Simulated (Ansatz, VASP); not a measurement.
# Te: VASP beside Ansatz

```
Te
1.0
     2.25061    1.29939    1.65244
    -2.25061    1.29939    1.65244
     0.00000   -2.59878    1.65244
Te
1
Direct
  0.50000 0.50000 0.50000
```

Change from the starting cell: engineering shear strain xz +0.0000, normal strain along z -0.0700.

Alike in both runs: task single point; functional PBEsol; k mesh 15 × 15 × 15; occupations gaussian, width 0.15 eV; no spin polarisation.

|  | VASP | Ansatz |
| --- | --- | --- |
| version | VASP 6.6.1 | Ansatz 0.2.0 |
| potentials or method | VASP PAW PBE potentials, release 64 (Te), cutoff 520 eV | scalar-relativistic, plane waves, PAW |
| valence electrons in the cell | 6 | 16 |

```csv
,VASP,Ansatz,Ansatz less VASP
gap on the k mesh at the Fermi level (eV),none,none,-
pressure (GPa),4.6,4.5,-0.09
"traceless stress, the component that is largest in VASP (GPa)",-0.49,-0.47,+0.024
```

VASP's potentials were made for PBE, not for PBEsol. A gap of «none» marks a metal or a gap that the smearing closes. The functional is the same, so the differences come from potentials, cutoffs and numerics. VASP's potentials hold 6 valence electrons a cell and Ansatz's 16, so a difference there can come from the potentials and not from the codes.

Neither program's run includes spin-orbit coupling.
